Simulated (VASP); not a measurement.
# Co (P6_3/mmc) in VASP: further runs, part 2 of 2

VASP 6.6.1.

## 3. Single point, PBE, collinear spin, ferromagnetic start (12.66 Å³/atom)

This run uses another cell than the first one, of 12.66 Å³/atom.

INCAR

```
  PREC = Accurate
  ENCUT = 520
  EDIFF = 1E-7
  ISMEAR = 0
  SIGMA = 0.15
  LREAL = F
  LASPH = T
  NELM = 150
  ALGO = Normal
  ISIF = 2
  LWAVE = F
  LCHARG = T
  ISPIN = 2
  MAGMOM = 0.825 0.825
  LORBIT = 11
  NUPDOWN = 1.65
  LMAXMIX = 4
  GGA = PE
  LELF = T
  LVHAR = T
  NBANDS = 20
```

KPOINTS

```
regular mesh
0
Gamma
  24 24 12
```

POSCAR

```
Co
1.0
    2.6247115852      0.0000000000      0.0000000000
   -1.3123557926      2.2730669104      0.0000000000
    0.0000000000      0.0000000000      4.2449521042
Co
2
Direct
    0.6666666667      0.3333333333      0.2500000000
    0.3333333333      0.6666666667      0.7500000000
```

Potentials or basis: VASP PAW PBE potentials, release 64 (Co).

On the command line:

```sh
cat potpaw_PBE.64/Co/POTCAR > POTCAR
mpirun -np 1 vasp_std > vasp.out
```

Run time: 9.3 min. Hardware: 1 thread of Intel Xeon 8259CL, shared host; peak memory 0.39 GiB.

The run converged. Its results:

| Property | Result |
| --- | --- |
| Free energy | -13.3190 eV |
| Pressure | -29.5 GPa |
| Net moment | 1.65 μB per cell |
| Site moments | Co +0.86 μB |
| Valence electrons inside the program's atomic spheres | Co 8.02 |

Stress tensor (GPa, compression positive):
```
-29.10   0.00   0.00
  0.00 -29.10   0.00
  0.00   0.00 -30.45
```

Caveat: the cell stands under tension; the total moment is fixed, so each spin has its own Fermi level and the state may be an excited one.

## 4. Single point, PBE, collinear spin, ferromagnetic start (11.76 Å³/atom)

INCAR

```
PREC = Accurate
ENCUT = 520
EDIFF = 1E-6
ISMEAR = 0
SIGMA = 0.15
LREAL = F
LASPH = T
NELM = 150
ALGO = Fast
ISIF = 2
LWAVE = F
LCHARG = T
ISPIN = 2
MAGMOM = 1.65 1.65
LORBIT = 11
NUPDOWN = 3.3
LMAXMIX = 4
GGA = PE
LELF = T
LVHAR = T
NBANDS = 20
```

KPOINTS is that of step 3.

POSCAR

```
Co
1.0
    2.5607048027      0.0000000000      0.0000000000
   -1.2803524014      2.2176354108      0.0000000000
    0.0000000000      0.0000000000      4.1414337872
Co
2
Direct
    0.6666666667      0.3333333333      0.2500000000
    0.3333333333      0.6666666667      0.7500000000
```

On the command line:

```sh
cat potpaw_PBE.64/Co/POTCAR > POTCAR
mpirun -np 1 vasp_std > vasp.out
```

Run time: 4.9 min. Hardware: 1 thread of AMD EPYC 9R45 (Zen 5), shared host; peak memory 0.33 GiB.

It converged, with:

| Item | Value |
| --- | --- |
| Free energy | -13.9902 eV |
| Pressure | -14.5 GPa |
| Net moment | 3.30 μB per cell |
| Site moments | Co +1.69 μB |
| Valence electrons inside the program's atomic spheres | Co 8.13 |

Stress tensor (GPa, compression positive):
```
-14.51   0.00   0.00
  0.00 -14.51   0.00
  0.00   0.00 -14.37
```

Caveat: the cell stands under tension; the total moment is fixed, so each spin has its own Fermi level and the state may be an excited one.

## 5. Single point, PBE, collinear spin, ferromagnetic start (11.76 Å³/atom)

INCAR

```
ALGO = Fast
EDIFF = 1E-6
ENCUT = 520
GGA = PE
ISIF = 2
ISMEAR = 0
ISPIN = 2
LASPH = True
LCHARG = False
LMAXMIX = 4
LORBIT = 11
LREAL = False
LWAVE = False
MAGMOM = 0.825 0.825
NBANDS = 20
NELM = 150
NUPDOWN = 1.65
PREC = Accurate
SIGMA = 0.15
```

KPOINTS

```
k-points
0
Gamma
  24 24 12
```

POSCAR is that of step 4.

Potentials or basis: VASP PAW PBE potentials, release 64 (Co).

On the command line:

```sh
cat potpaw_PBE.64/Co/POTCAR > POTCAR
mpirun -np 1 vasp_std > vasp.out
```

OUTCAR:

```text
EDIFF = 1E-6
   ENCUT = 520
   GGA = PE
   ISIF = 2
   ISMEAR = 0
   ISPIN = 2
   LASPH = True
   LORBIT = 11
   LREAL = False
   NELM = 150
   NUPDOWN = 1.65
   PREC = Accurate

 ion  position               nearest neighbor table
   1  0.667  0.333  0.250-   2 2.54   2 2.54   2 2.54   2 2.54   2 2.54   2 2.54
   2  0.333  0.667  0.750-   1 2.54   1 2.54   1 2.54   1 2.54   1 2.54   1 2.54

  LATTYP: Found a hexagonal cell.
 ALAT       =     2.5607048027
 C/A-ratio  =     1.6173023079

  Lattice vectors:
[... 1325 lines left out ...]
  external PRESSURE =    -216.6825255 kB  Pullay stress =       0.0000000 kB

 VOLUME and BASIS-vectors are now :
 -----------------------------------------------------------------------------
  energy-cutoff  :      520.00
  volume of cell :       23.52
      direct lattice vectors                 reciprocal lattice vectors
     2.560704803  0.000000000  0.000000000     0.390517485  0.225465375  0.000000000
    -1.280352401  2.217635411  0.000000000     0.000000000  0.450930750  0.000000000
     0.000000000  0.000000000  4.141433787     0.000000000  0.000000000  0.241462269

 POSITION                                       TOTAL-FORCE (eV/Angst)
 -----------------------------------------------------------------------------------
      1.28035      0.73921      1.03536         0.000000     -0.000000      0.000000
     -0.00000      1.47842      3.10608        -0.000000      0.000000      0.000000
 -----------------------------------------------------------------------------------
    total drift:                               -0.000000      0.000000     -0.000000

  FREE ENERGIE OF THE ION-ELECTRON SYSTEM (eV)
  ---------------------------------------------------
  free  energy   TOTEN  =       -13.6130669007 eV

  energy  without entropy=      -13.5445587801  energy(sigma->0) =      -13.57881284

 total charge

# of ion       s       p       d       tot
------------------------------------------
    1        0.448   0.446   7.236   8.130
    2        0.448   0.446   7.236   8.130
--------------------------------------------------
tot          0.897   0.893  14.471  16.261

 magnetization (x)

# of ion       s       p       d       tot
------------------------------------------
    1       -0.012  -0.037   0.903   0.853
    2       -0.012  -0.037   0.903   0.853
--------------------------------------------------
tot         -0.024  -0.075   1.805   1.706
```

OSZICAR:

```text
N       E                     dE             d eps       ncg     rms          rms(c)
DAV:   1     0.850213696750E+02    0.85021E+02   -0.77283E+03 35720   0.116E+03
DAV:   2    -0.117036377690E+02   -0.96725E+02   -0.87620E+02 34584   0.214E+02
DAV:   3    -0.160485189006E+02   -0.43449E+01   -0.41319E+01 38748   0.549E+01
DAV:   4    -0.161150820493E+02   -0.66563E-01   -0.66498E-01 41948   0.599E+00
DAV:   5    -0.161170290345E+02   -0.19470E-02   -0.19468E-02 39584   0.975E-01    0.137E+01
RMM:   6    -0.143073602803E+02    0.18097E+01   -0.90151E+00 40526   0.321E+01    0.797E+00
RMM:   7    -0.136553622340E+02    0.65200E+00   -0.12477E+00 39770   0.126E+01    0.272E+00
RMM:   8    -0.136214018877E+02    0.33960E-01   -0.18715E-02 47597   0.916E-01    0.100E+00
RMM:   9    -0.136151420164E+02    0.62599E-02   -0.39476E-03 49493   0.360E-01    0.276E-01
RMM:  10    -0.136131656657E+02    0.19764E-02   -0.71972E-04 45417   0.277E-01    0.109E-01
RMM:  11    -0.136130553712E+02    0.11029E-03   -0.31273E-04 51665   0.110E-01    0.491E-02
RMM:  12    -0.136130661979E+02   -0.10827E-04   -0.72065E-05 53178   0.459E-02    0.232E-02
RMM:  13    -0.136130669007E+02   -0.70280E-06   -0.96072E-06 48806   0.200E-02
   1 F= -.13613067E+02 E0= -.13578813E+02  d E =-.685081E-01  mag=     1.6500
```

stdout:

```text
POSCAR found type information on POSCAR Co
 POSCAR found :  1 types and       2 ions
 scaLAPACK will be used
 LDA part: xc-table for (Slater+PW92), standard interpolation
 POSCAR, INCAR and KPOINTS ok, starting setup
 FFT: planning ... GRIDC
 FFT: planning ... GRID_SOFT
 FFT: planning ... GRID
 WAVECAR not read
 entering main loop
WARNING in EDDRMM: call to ZHEGV failed, returncode =   6  3     19
WARNING in EDDRMM: call to ZHEGV failed, returncode =   8  4     17
```

Run time: 3.9 min. Hardware: 1 thread of AMD EPYC 9R45 (Zen 5), shared host; peak memory 0.33 GiB.

What came out:

| Quantity | Value |
| --- | --- |
| Free energy | -13.6131 eV |
| Pressure | -21.7 GPa |
| Net moment | 1.65 μB per cell |
| Site moments | Co +0.85 μB |
| Valence electrons inside the program's atomic spheres | Co 8.13 |

Caveat: the cell stands under tension; the total moment is fixed, so each spin has its own Fermi level and the state may be an excited one.

## 6. Overview

```csv
fixed moment (μB),cell,pressure (GPa),moment (μB)
0.55,"a = 2.561, b = 2.561, c = 4.141 Å, angles 90.0, 90.0, 120.0°, 2 atoms",-23.8,0.55
1.65,"a = 2.625, b = 2.625, c = 4.245 Å, angles 90.0, 90.0, 120.0°, 2 atoms",-29.5,1.65
3.3,"a = 2.561, b = 2.561, c = 4.141 Å, angles 90.0, 90.0, 120.0°, 2 atoms",-14.5,3.30
1.65,"a = 2.561, b = 2.561, c = 4.141 Å, angles 90.0, 90.0, 120.0°, 2 atoms",-21.7,1.65
```

Alike in all rows: task single point; level PBE; potentials or basis VASP PAW PBE potentials, release 64 (Co); spin collinear, ferromagnetic start; k mesh 24 × 24 × 12; cutoff (eV) 520; smearing gaussian 0.15 eV.

Caveats: the cell stands under tension; the total moment is fixed, so each spin has its own Fermi level and the state may be an excited one.

Absolute energies hang on the potentials; compare differences alone.
